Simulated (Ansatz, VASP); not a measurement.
## CaSe: VASP beside Ansatz

```
CELL_PARAMETERS angstrom
4.13168 0.00000 0.00000
-2.06584 3.57814 0.00000
0.00000 0.00000 7.16250
ATOMIC_POSITIONS crystal
Ca 0.00000 0.00000 0.00000
Ca 0.00000 0.00000 0.50000
Se 0.33333 0.66667 0.25000
Se 0.66667 0.33333 0.75000
```

Alike in both runs: task single point; functional r2SCAN; k mesh 12 × 12 × 4; no spin polarisation.

|  | VASP | Ansatz |
| --- | --- | --- |
| version | VASP 6.6.1 | Ansatz 0.2.0 |
| potentials or method | VASP PAW PBE potentials, release 64 (Ca_sv, Se) | plane waves, PAW |
| plane-wave cutoff (eV) | 520 | 500 |
| occupations | gaussian, width 0.01 eV | fixed |
| valence electrons in the cell | 32 | 52 |

```tsv
	VASP	Ansatz	Ansatz less VASP
gap on the k mesh at the Fermi level (eV)	2.69	2.68	-0.002
pressure (GPa)	0.2	0.0	-0.23
traceless stress, the component that is largest in VASP (GPa)	0.07	0.04	-0.030
```

VASP's potentials were made for PBE, not for r2SCAN. VASP's potentials hold 32 valence electrons a cell and Ansatz's 52, so a difference there can come from the potentials and not from the codes.
